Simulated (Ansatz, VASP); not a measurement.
ZrN in VASP and in Ansatz

```
CELL_PARAMETERS angstrom
0.00000 2.30988 2.30988
2.30988 0.00000 2.30988
2.30988 2.30988 0.00000
ATOMIC_POSITIONS crystal
Zr 0.50000 0.50000 0.50000
N 0.00000 0.00000 0.00000
```

Alike in both runs: task single point; functional RPBE; k mesh 8 × 8 × 8; occupations gaussian, width 0.05 eV; no spin polarisation.

```csv
,VASP,Ansatz
version,VASP 6.6.1,Ansatz 0.2.0
potentials or method,"VASP PAW PBE potentials, release 64 (Zr_sv, N), cutoff 600 eV","scalar-relativistic, plane waves, PAW"
valence electrons in the cell,17,17
```

VASP gave:

* gap on the k mesh at the Fermi level (eV): none
* pressure (GPa): 0.2

Problem. What did Ansatz give for the same quantities?

Solution. gap on the k mesh at the Fermi level (eV): none; pressure (GPa): 0.0.

VASP's potentials were made for PBE, not for RPBE. A gap of «none» marks a metal or a gap that the smearing closes.
